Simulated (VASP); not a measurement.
# Pd (Fm-3m) in VASP: settings compared

The runs below take Pd through single point, relaxation of cell and atoms, with RPBE, BLYP+D4, r2SCAN+rVV10, PBE+D4.

Program: VASP 6.6.1. These are calculated values, not measurements. Logs are shortened: lines on timing, memory, paths and dates and some standing lists are left out, and cuts for length are marked.

### 1 The cell of the first run

Symmetry: Fm-3m, No. 225, cubic system. The conventional cell has a = 3.980 Å, b = 3.980 Å, c = 3.980 Å, α = 90.00°, β = 90.00°, γ = 90.00°. Pd (site symmetry m-3m) has 12 Pd at 2.81 Å within 3.7 Å.

### 2 Single point, RPBE

Input file INCAR:

```
SYSTEM = Pd
PREC     = Accurate       ! precision mode
ENCUT    = 520            ! plane-wave cutoff, eV
EDIFF    = 1E-6           ! SCF threshold, eV
ISMEAR   = -1             ! smearing method
SIGMA    = 0.05           ! smearing width, eV
LREAL    = .FALSE.        ! projectors in reciprocal space
LASPH    = .TRUE.         ! aspherical terms in the spheres
NELM     = 60             ! most SCF steps
ALGO     = Normal         ! electronic algorithm
ISIF     = 2              ! what is computed and relaxed
LWAVE    = .FALSE.        ! write WAVECAR
LCHARG   = .FALSE.        ! write CHGCAR
GGA      = RP             ! functional
NBANDS   = 11             ! bands
```

Input file KPOINTS:

```
Automatic mesh
0
G
  12 12 12
  0 0 0
```

Input file POSCAR:

```
Pd
1.0
    0.0000000000      1.9897873668      1.9897873668
    1.9897873668      0.0000000000      1.9897873668
    1.9897873668      1.9897873668      0.0000000000
Pd
1
Direct
    0.0000000000      0.0000000000      0.0000000000
```

Potentials or basis: VASP PAW PBE potentials, release 64 (Pd).

Command:

```sh
> cat potpaw_PBE.64/Pd/POTCAR > POTCAR
> mpirun -np 1 vasp_std > vasp.out
```

OUTCAR:

```text
SYSTEM = Pd
   PREC = Accurate
   ENCUT = 520
   EDIFF = 1E-6
   ISMEAR = -1
   LREAL = .FALSE.
   LASPH = .TRUE.
   NELM = 60
   ISIF = 2
   GGA = RP

 ion  position               nearest neighbor table
   1  0.000  0.000  0.000-

  LATTYP: Found a face centered cubic cell.
 ALAT       =     3.9795747336

  Lattice vectors:

 A1 = (   0.0000000000,   1.9897873668,   1.9897873668)
 A2 = (   1.9897873668,   0.0000000000,   1.9897873668)
 A3 = (   1.9897873668,   1.9897873668,   0.0000000000)

Analysis of symmetry for initial positions (statically):
[... 33 lines left out ...]
                                     Primitive cell

  volume of cell :      15.7561

  direct lattice vectors                    reciprocal lattice vectors
     0.000000000  1.989787367  1.989787367    -0.251283131  0.251283131  0.251283131
     1.989787367  0.000000000  1.989787367     0.251283131 -0.251283131  0.251283131
     1.989787367  1.989787367  0.000000000     0.251283131  0.251283131 -0.251283131

  length of vectors
     2.813984280  2.813984280  2.813984280     0.435235150  0.435235150  0.435235150

  position of ions in fractional coordinates (direct lattice)
     0.000000000  0.000000000  0.000000000

  ion indices of the primitive-cell ions
   primitive index   ion index
                 1           1

----------------------------------------------------------------------------------------

 KPOINTS: Automatic mesh

Automatic generation of k-mesh.
 Grid dimensions read from file:
 generate k-points for:   12   12   12

 Generating k-lattice:

  Cartesian coordinates                     Fractional coordinates (reciprocal lattice)
    -0.020940261  0.020940261  0.020940261     0.083333333  0.000000000  0.000000000
     0.020940261 -0.020940261  0.020940261     0.000000000  0.083333333  0.000000000
     0.020940261  0.020940261 -0.020940261     0.000000000  0.000000000  0.083333333

  Length of vectors
     0.036269596  0.036269596  0.036269596

  Shift w.r.t. Gamma in fractional coordinates (k-lattice)
     0.000000000  0.000000000  0.000000000

 Subroutine IBZKPT returns following result:
 ===========================================

 Found     72 irreducible k-points:

 Following reciprocal coordinates:
            Coordinates               Weight
  0.000000  0.000000  0.000000      1.000000
  0.083333  0.000000  0.000000      8.000000
  0.166667  0.000000  0.000000      8.000000
  0.250000  0.000000  0.000000      8.000000
  0.333333  0.000000  0.000000      8.000000
  0.416667  0.000000  0.000000      8.000000
[... 16 lines left out ...]
  0.500000  0.166667  0.000000     24.000000
 -0.416667  0.166667  0.000000     24.000000
 [... further k-points ...]
   k-points           NKPTS =     72   k-points in BZ     NKDIM =     72   number of bands    NBANDS=     11
   number of dos      NEDOS =    301   number of ions     NIONS =      1
   total plane-waves  NPLWV =  13824
   dimension x,y,z NGX =    24 NGY =   24 NGZ =   24
   dimension x,y,z NGXF=    48 NGYF=   48 NGZF=   48
   ions per type =               1
   NGX,Y,Z   is equivalent  to a cutoff of  14.18, 14.18, 14.18 a.u.
   NGXF,Y,Z  is equivalent  to a cutoff of  28.36, 28.36, 28.36 a.u.
 SYSTEM =  Pd
   PREC   = accura    normal or accurate (medium, high low for compatibility)
   ISTART =      0    job   : 0-new  1-cont  2-samecut
   ICHARG =      2    charge: 1-file 2-atom 10-const
   ISPIN  =      1    spin polarized calculation?
   LNONCOLLINEAR =      F non collinear calculations
   LSORBIT =      F    spin-orbit coupling
   LASPH  =      T    aspherical Exc in radial PAW
   ENCUT  =  520.0 eV  38.22 Ry    6.18 a.u.   5.23  5.23  5.23*2*pi/ulx,y,z
   NELM   =     60;   NELMIN=  2; NELMDL= -5     # of ELM steps
   EDIFF  = 0.1E-05   stopping-criterion for ELM
   LREAL  =      F    real-space projection
   EDIFFG = 0.1E-04   stopping-criterion for IOM
   NSW    =      0    number of steps for IOM
   IBRION =     -1    ionic relax: 0-MD 1-quasi-New 2-CG
   NFREE  =      0    steps in history (QN), initial steepest desc. (CG)
   ISIF   =      2    stress and relaxation
   ISYM   =      2    0-nonsym 1-usesym 2-fastsym
   POTIM  = 0.5000    time-step for ionic-motion
   TEBEG  =    0.0;   TEEND  =   0.0 temperature during run
   PSTRESS=    0.0 pullay stress
   NELECT =      10.0000    total number of electrons
   NUPDOWN=      -1.0000    fix difference up-down
   EMIN   =  10.00;   EMAX   =-10.00  energy-range for DOS
   EFERMI =   0.00;   METHOD = LEGACY
   ISMEAR =    -1;   SIGMA  =   0.05  broadening in eV -4-tet -1-fermi 0-gaus
   EFERMI_NEDOS =   21; number of points for ismear=-14 and -15
   IALGO  =     38    algorithm
   IMIX   =      4    mixing-type and parameters
     AMIX     =   0.40;   BMIX     =  1.00
     AMIX_MAG =   1.60;   BMIX_MAG =  1.00
  volume/ion in A,a.u.               =      15.76       106.33
  Fermi-wavevector in a.u.,A,eV,Ry     =   1.406884  2.658624 26.930303  1.979321
  Thomas-Fermi vector in A             =   2.529199
   LORBIT       =      0    0 simple, 1 ext, 2 COOP (PROOUT), +10 PAW based schemes
   GGA     = RP    functional components
   LHFCALC =     F    Hartree Fock is set to
   AEXX    =    0.0000 exact exchange contribution
   IVDW    =     0    specifies the selected vdW correction
   LEPSILON=     F    determine dielectric tensor
   LRPA    =     F    only Hartree local field effects (RPA)
 non-spin polarized calculation
  energy-cutoff  :      520.00
  volume of cell :       15.76
 maximum number of plane-waves:       444
 NGX is ok and might be reduce to    24
   NGX = 11   NGY = 11   NGZ = 11

 number of electron      10.0000001 magnetization

 Free energy of the ion-electron system (eV)
  ---------------------------------------------------
  ext. energy  EPLUGINS =         0.00000000
  ---------------------------------------------------
  free energy    TOTEN  =        -4.63977083 eV

  energy without entropy =       -4.61853448  energy(sigma->0) =       -4.62915265

 E-fermi :   8.7842     XC(G=0): -12.6669

 val. band max:        8.7831462286   @ k =  -0.3333   0.4167   0.0833
 cond. band min:       8.7841956750   @ k =   0.5000   0.4167   0.0833
 fundamental gap:      0.0010494464
 Fermi energy:         8.7841753526

 k-point     1 :       0.0000    0.0000    0.0000
  band No.  band energies     occupation
      1       2.2225      2.00000
      2       6.2625      2.00000
      3       6.2625      2.00000
      4       6.2625      2.00000
      5       7.6984      2.00000
      6       7.6984      2.00000
      7      25.9543      0.00000
      8      30.3902      0.00000
      9      30.3902      0.00000
     10      30.3902      0.00000
     11      35.1392      0.00000

 k-point     2 :       0.0833    0.0000    0.0000
  band No.  band energies     occupation
      1       2.4588      2.00000
      2       6.1871      2.00000
      3       6.3390      2.00000
      4       6.3390      2.00000
      5       7.6649      2.00000
      6       7.6649      2.00000
      7      26.1508      0.00000
      8      28.8960      0.00000
      9      30.6285      0.00000
     10      30.6285      0.00000
     11      35.4726      0.00000

 k-point     3 :       0.1667    0.0000    0.0000
  band No.  band energies     occupation
      1       3.1021      2.00000
      2       6.0581      2.00000
      3       6.4938      2.00000
      4       6.4938      2.00000
      5       7.6448      2.00000
      6       7.6448      2.00000
      7      25.6221      0.00000
      8      27.1410      0.00000
      9      31.2234      0.00000
     10      31.2234      0.00000
     11      34.3327      0.00000

 k-point     4 :       0.2500    0.0000    0.0000
  band No.  band energies     occupation
      1       3.8359      2.00000
      2       6.2535      2.00000
      3       6.5265      2.00000
      4       6.5265      2.00000
      5       7.8391      2.00000
      6       7.8391      2.00000
      7      22.8193      0.00000
      8      26.8622      0.00000
      9      31.6240      0.00000
     10      31.6240      0.00000
     11      34.0120      0.00000

 k-point     5 :       0.3333    0.0000    0.0000
  band No.  band energies     occupation
      1       4.1111      2.00000
      2       6.4046      2.00000
      3       6.4046      2.00000
      4       7.3378      2.00000
      5       8.2434      1.99996
      6       8.2434      1.99996
      7      19.7671      0.00000
      8      26.1605      0.00000
      9      30.8258      0.00000
     10      30.8258      0.00000
     11      34.4261      0.00000
[... 211 lines left out ...]
 k-point    21 :       0.3333    0.1667    0.0000
  band No.  band energies     occupation
      1       4.5279      2.00000
      2       5.5500      2.00000
      3       6.4333      2.00000
      4       7.0221      2.00000
      5       8.4256      1.99846
      6       8.4902      1.99442
      7      22.2624      0.00000
      8      26.6717      0.00000
      9      27.0618      0.00000
     10      29.2301      0.00000
     11      34.1233      0.00000

 k-point    22 :       0.4167    0.1667    0.0000
  band No.  band energies     occupation
      1       4.5753      2.00000
      2       5.8972      2.00000
      3       6.4354      2.00000
      4       6.8982      2.00000
      5       8.7327      1.47371
      6       9.9931      0.00000
      7      19.1509      0.00000
      8      25.6934      0.00000
      9      26.7548      0.00000
     10      28.4522      0.00000
     11      35.4287      0.00000

 k-point    23 :       0.5000    0.1667    0.0000
  band No.  band energies     occupation
      1       4.5444      2.00000
      2       5.8413      2.00000
      3       6.7680      2.00000
      4       6.9209      2.00000
      5       8.8105      0.74239
      6      11.7986      0.00000
      7      16.4931      0.00000
      8      24.8157      0.00000
      9      27.0308      0.00000
     10      27.6302      0.00000
     11      35.4563      0.00000

 k-point    24 :      -0.4167    0.1667    0.0000
  band No.  band energies     occupation
      1       4.5909      2.00000
      2       5.8466      2.00000
      3       6.7064      2.00000
      4       7.1081      2.00000
      5       8.5743      1.97041
      6      12.3337      0.00000
      7      15.9744      0.00000
      8      24.1925      0.00000
      9      27.2690      0.00000
     10      28.0362      0.00000
     11      35.4924      0.00000

 [... further k-points ...]
[... 5 lines left out ...]
  --------------------------------------------------------------------------------------
  -------------------------------------------------------------------------------------
  Total       -0.0262883     -0.0262883     -0.0262883      0.0000000      0.0000000      0.0000000
  in kB       -2.6731513     -2.6731513     -2.6731513      0.0000000      0.0000000      0.0000000
  external PRESSURE =      -2.6731513 kB  Pullay stress =       0.0000000 kB

 VOLUME and BASIS-vectors are now :
 -----------------------------------------------------------------------------
  energy-cutoff  :      520.00
  volume of cell :       15.76
      direct lattice vectors                 reciprocal lattice vectors
     0.000000000  1.989787367  1.989787367    -0.251283131  0.251283131  0.251283131
     1.989787367  0.000000000  1.989787367     0.251283131 -0.251283131  0.251283131
     1.989787367  1.989787367  0.000000000     0.251283131  0.251283131 -0.251283131

 POSITION                                       TOTAL-FORCE (eV/Angst)
 -----------------------------------------------------------------------------------
      0.00000      0.00000      0.00000         0.000000     -0.000000      0.000000
 -----------------------------------------------------------------------------------
    total drift:                               -0.000000      0.000000     -0.000000

  FREE ENERGIE OF THE ION-ELECTRON SYSTEM (eV)
  ---------------------------------------------------
  free  energy   TOTEN  =        -4.6397708256 eV

  energy  without entropy=       -4.6185344831  energy(sigma->0) =       -4.62915265
```

It took 14 s on 1 thread of Intel Xeon 8259CL, shared host; peak memory 0.14 GiB.

What came out:

| Quantity | Value |
| --- | --- |
| Free energy | -4.6398 eV |
| Pressure | -0.3 GPa |
| Band gap on the k mesh | zero (band 5 reaches 9.05 eV, above the bottom of band 6 at 7.64 eV) |

Caveat: the PAW data sets were made with another functional, which shifts forces and pressure a little.

### 3 Single point, BLYP+D4

This run uses another cell than the first one, of 15.38 Å³/atom, 0.976 times its volume.

Input file INCAR:

```
AGGAC = 1.0
AGGAX = 1.0
ALDAC = 0.0
ALDAX = 1.0
ALGO = Normal
EDIFF = 1E-7
ENCUT = 520
GGA = B5
ISIF = 2
ISMEAR = -1
IVDW = 13
LASPH = True
LCHARG = False
LREAL = False
LWAVE = False
NBANDS = 11
NELM = 100
PREC = Accurate
SIGMA = 0.05
VDW_A1 = 0.44488865
VDW_A2 = 4.0933009
VDW_S6 = 1.0
VDW_S8 = 2.34076671
```

Input file KPOINTS:

```
k-points
0
Gamma
  12 12 12
```

Input file POSCAR:

```
Pd
1.0
    0.0000000000      1.9739158978      1.9739158978
    1.9739158978      0.0000000000      1.9739158978
    1.9739158978      1.9739158978      0.0000000000
Pd
1
Direct
    0.0000000000      0.0000000000      0.0000000000
```

Potentials or basis: VASP PAW PBE potentials, release 64 (Pd).

Command:

```sh
> cat potpaw_PBE.64/Pd/POTCAR > POTCAR
> mpirun -np 1 vasp_std > vasp.out
```

OUTCAR:

```text
EDIFF = 1E-7
   ENCUT = 520
   GGA = B5
   ISIF = 2
   ISMEAR = -1
   IVDW = 13
   LASPH = True
   LREAL = False
   NELM = 100
   PREC = Accurate

 ion  position               nearest neighbor table
   1  0.000  0.000  0.000-

  LATTYP: Found a face centered cubic cell.
 ALAT       =     3.9478317956

  Lattice vectors:

 A1 = (   0.0000000000,   1.9739158978,   1.9739158978)
 A2 = (   1.9739158978,   0.0000000000,   1.9739158978)
 A3 = (   1.9739158978,   1.9739158978,   0.0000000000)

Analysis of symmetry for initial positions (statically):
[... 33 lines left out ...]
                                     Primitive cell

  volume of cell :      15.3821

  direct lattice vectors                    reciprocal lattice vectors
     0.000000000  1.973915898  1.973915898    -0.253303598  0.253303598  0.253303598
     1.973915898  0.000000000  1.973915898     0.253303598 -0.253303598  0.253303598
     1.973915898  1.973915898  0.000000000     0.253303598  0.253303598 -0.253303598

  length of vectors
     2.791538634  2.791538634  2.791538634     0.438734702  0.438734702  0.438734702

  position of ions in fractional coordinates (direct lattice)
     0.000000000  0.000000000  0.000000000

  ion indices of the primitive-cell ions
   primitive index   ion index
                 1           1

----------------------------------------------------------------------------------------

 KPOINTS: k-points

Automatic generation of k-mesh.
 Grid dimensions read from file:
 generate k-points for:   12   12   12

 Generating k-lattice:

  Cartesian coordinates                     Fractional coordinates (reciprocal lattice)
    -0.021108633  0.021108633  0.021108633     0.083333333  0.000000000  0.000000000
     0.021108633 -0.021108633  0.021108633     0.000000000  0.083333333  0.000000000
     0.021108633  0.021108633 -0.021108633     0.000000000  0.000000000  0.083333333

  Length of vectors
     0.036561225  0.036561225  0.036561225

  Shift w.r.t. Gamma in fractional coordinates (k-lattice)
     0.000000000  0.000000000  0.000000000

 Subroutine IBZKPT returns following result:
[... 75 lines left out ...]
   LHFCALC =     F    Hartree Fock is set to
   AEXX    =    0.0000 exact exchange contribution
   IVDW    =    13    specifies the selected vdW correction
   LEPSILON=     F    determine dielectric tensor
   LRPA    =     F    only Hartree local field effects (RPA)
 non-spin polarized calculation
  energy-cutoff  :      520.00
  volume of cell :       15.38
 maximum number of plane-waves:       432
 NGX is ok and might be reduce to    24
   NGX = 11   NGY = 11   NGZ = 11

 number of electron      10.0000000 magnetization

 Free energy of the ion-electron system (eV)
  ---------------------------------------------------
  ext. energy  EPLUGINS =         0.00000000
  ---------------------------------------------------
  free energy    TOTEN  =        -4.36358750 eV

  energy without entropy =       -4.34321239  energy(sigma->0) =       -4.35339994

 E-fermi :   9.5680     XC(G=0): -12.2953

 val. band max:        9.5660641723   @ k =   0.5000   0.0833   0.0000
 cond. band min:       9.5700096826   @ k =  -0.3333   0.4167   0.0833
 fundamental gap:      0.0039455103
 Fermi energy:         9.5680127954

 k-point     1 :       0.0000    0.0000    0.0000
  band No.  band energies     occupation
      1       2.9355      2.00000
      2       6.9251      2.00000
      3       6.9251      2.00000
      4       6.9251      2.00000
      5       8.4185      2.00000
      6       8.4185      2.00000
      7      27.0810      0.00000
      8      31.4377      0.00000
      9      31.4377      0.00000
     10      31.4377      0.00000
     11      35.6060      0.00000
[... 309 lines left out ...]
 k-point    24 :      -0.4167    0.1667    0.0000
  band No.  band energies     occupation
      1       5.2345      2.00000
      2       6.5097      2.00000
      3       7.3882      2.00000
      4       7.8659      2.00000
      5       9.3470      1.97624
      6      13.2953      0.00000
      7      16.9298      0.00000
      8      25.3526      0.00000
      9      28.3891      0.00000
     10      29.0802      0.00000
     11      35.6704      0.00000

 [... further k-points ...]

------------------------ aborting loop because EDIFF is reached ----------------------------------------

  DFT-D4 for vdW energy calculation

  Edisp (eV):   -0.90823

  FORCE on cell =-STRESS in cart. coord.  units (eV):
  Direction    XX          YY          ZZ          XY          YZ          ZX
  --------------------------------------------------------------------------------------
  -------------------------------------------------------------------------------------
  Total       0.03468     0.03468     0.03468    -0.00000    -0.00000     0.00000
  in kB       3.61268     3.61268     3.61268    -0.00000    -0.00000     0.00000
  external pressure =        3.61 kB  Pullay stress =        0.00 kB

 VOLUME and BASIS-vectors are now :
 -----------------------------------------------------------------------------
  energy-cutoff  :      520.00
  volume of cell :       15.38
      direct lattice vectors                 reciprocal lattice vectors
     0.000000000  1.973915898  1.973915898    -0.253303598  0.253303598  0.253303598
     1.973915898  0.000000000  1.973915898     0.253303598 -0.253303598  0.253303598
     1.973915898  1.973915898  0.000000000     0.253303598  0.253303598 -0.253303598

 POSITION                                       TOTAL-FORCE (eV/Angst)
 -----------------------------------------------------------------------------------
      0.00000      0.00000      0.00000         0.000000      0.000000     -0.000000
 -----------------------------------------------------------------------------------
    total drift:                               -0.000000      0.000000      0.000000

  FREE ENERGIE OF THE ION-ELECTRON SYSTEM (eV)
  ---------------------------------------------------
  free  energy   TOTEN  =        -5.2718214140 eV

  energy  without entropy=       -5.2514463002  energy(sigma->0) =       -5.26163386
```

Run time: 27 s. Hardware: 1 thread of Intel Xeon 8259CL, shared host; peak memory 0.15 GiB.

What came out:

| Property | Result |
| --- | --- |
| Free energy | -5.2718 eV |
| Pressure | 0.4 GPa |
| Band gap on the k mesh | zero (band 5 reaches 9.86 eV, above the bottom of band 6 at 8.36 eV) |
| Dispersion energy per atom | -0.908 eV |

Caveat: the PAW data sets were made with another functional, which shifts forces and pressure a little; pairwise dispersion overbinds metals, which lowers pressure and volume.

(Continued in part 2 of 2.)
